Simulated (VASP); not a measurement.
Write the native input for VASP 6.6.1 that does the following.

```
Task                   : single point
Functional             : PBE
Potentials or basis    : VASP PAW PBE potentials, release 64 (Ir)
Cutoff                 : 520 eV
k mesh                 : 16 × 16 × 16
Occupations            : fermi-dirac, width 0.025 eV
Spin                   : no spin polarisation
Dipole correction      : no
Further INCAR settings : ALGO = Fast; EDIFF = 1e-06; NBANDS = 10
```

The structure of Ir lies in POSCAR:

```
Ir
1.0
    0.0000000000      1.9156000000      1.9156000000
    1.9156000000      0.0000000000      1.9156000000
    1.9156000000      1.9156000000      0.0000000000
Ir
1
Direct
    0.0000000000      0.0000000000      0.0000000000
```

The input as run:

INCAR

```
PREC = Accurate
ENCUT = 520
EDIFF = 1E-6
ISMEAR = -1
SIGMA = 0.025
LREAL = F
LASPH = T
NELM = 80
ALGO = Fast
ISIF = 2
LWAVE = F
LCHARG = T
GGA = PE
LELF = T
LVHAR = T
NBANDS = 10
```

KPOINTS

```
regular mesh
0
Gamma
  16 16 16
```

Potentials or basis: VASP PAW PBE potentials, release 64 (Ir).

Run with:

```sh
$ cat potpaw_PBE.64/Ir/POTCAR > POTCAR
$ mpirun -np 1 vasp_std > vasp.out
```

Results of the run:

```yaml
Pressure: 12.3 GPa
```

It took 9 s on 1 thread of Intel(R) Xeon(R) 6975P-C (Granite Rapids), on a shared host, peak memory 0.14 GiB.
